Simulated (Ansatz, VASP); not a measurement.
# AlGaN: VASP beside Ansatz

```
Al Ga N
1.0
     3.44636    0.00000    0.00000
     0.00000    3.44636    0.00000
     0.00000    0.00000    3.84492
Al Ga N
1 1 1
Direct
  0.00000 0.00000 0.00000
  0.50000 0.50000 0.00000
  0.00000 0.00000 0.50000
```

Alike in both runs: task relaxation of cell and atoms; functional PBE; k mesh 6 × 6 × 4; occupations gaussian, width 0.1 eV; no spin polarisation.

```csv
,VASP,Ansatz
version,VASP 6.6.1,Ansatz 0.2.0
potentials or method,"VASP PAW PBE potentials, release 64 (Al, Ga_d, N), cutoff 600 eV","scalar-relativistic, plane waves, PAW"
valence electrons in the cell,21,21
```

VASP gave:

| Property | Result |
| --- | --- |
| gap on the k mesh at the Fermi level, each at its own relaxed structure (eV) | none |
| relaxed volume (Å³/atom) | 18.41 |
| relaxed cell length with the largest relative difference (Å) | 3.963 |

Q: Estimate Ansatz's values.

A: gap on the k mesh at the Fermi level, each at its own relaxed structure (eV): none; relaxed volume (Å³/atom): 18.50; relaxed cell length with the largest relative difference (Å): 3.973.

A gap of «none» marks a metal or a gap that the smearing closes.

The k mesh is coarse, so the values compare programs but aren't converged. Noted on VASP's run: the volume moved by over 15 % at a fixed basis, so the end points are rough.
